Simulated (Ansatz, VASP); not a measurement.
Li2S: VASP beside Ansatz

```
Li S
1.0
     0.00000    2.75514    2.75514
     2.75514    0.00000    2.75514
     2.75514    2.75514    0.00000
Li S
2 1
Cartesian
  1.3776 1.3776 1.3776
  4.1327 4.1327 4.1327
  0.0000 0.0000 0.0000
```

Alike in both runs: task single point; functional PBEsol; dispersion D3(BJ); k mesh 8 × 8 × 8; occupations gaussian, width 0.05 eV; no spin polarisation.

|  | VASP | Ansatz |
| --- | --- | --- |
| version | VASP 6.6.1 | Ansatz 0.2.0 |
| potentials or method | VASP PAW PBE potentials, release 64 (Li_sv, S), cutoff 750 eV | scalar-relativistic, plane waves, PAW |
| valence electrons in the cell | 12 | 12 |

```tsv
	VASP	Ansatz	Ansatz less VASP
gap on the k mesh at the Fermi level (eV)	3.13	3.13	0.000
least direct gap on the mesh (eV)	4.63	4.63	-0.002
pressure (GPa)	0.9	0.9	+0.01
```

VASP's potentials were made for PBE, not for PBEsol.
